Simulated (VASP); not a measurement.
A run of VASP 6.6.1:

INCAR

```
  PREC = Accurate
  ENCUT = 600
  EDIFF = 1E-6
  ISMEAR = -1
  SIGMA = 0.05
  LREAL = False
  LASPH = True
  NELM = 100
  ALGO = Normal
  ISIF = 3
  LWAVE = False
  LCHARG = False
  GGA = PE
  IBRION = 2
  NSW = 60
  EDIFFG = -0.005
  PSTRESS = 1100.0
```

KPOINTS

```
Automatic mesh
0
Gamma
  14 14 14
```

POSCAR

```
HfN
1.0
    2.5986845732      0.0000000000      0.0000000000
    0.0000000000      2.5986845732      0.0000000000
    0.0000000000      0.0000000000      2.5986845732
Hf N
1 1
Direct
    0.0000000000      0.0000000000      0.0000000000
    0.5000000000      0.5000000000      0.5000000000
```

Potentials or basis: VASP PAW PBE potentials, release 64 (Hf_pv, N).

The run is started by

```bash
$ cat potpaw_PBE.64/Hf_pv/POTCAR potpaw_PBE.64/N/POTCAR > POTCAR
$ mpirun -np 1 vasp_std > vasp.out
```

Hardware: 1 thread of Intel(R) Xeon(R) 6975P-C (Granite Rapids), with other jobs on the host.

Q: Estimate the wall time of this run.

A: It took 29 s on 1 thread of Intel(R) Xeon(R) 6975P-C (Granite Rapids), on a shared host, peak memory 0.17 GiB. Counts: scf iterations 43, k points 120, ion steps 7.
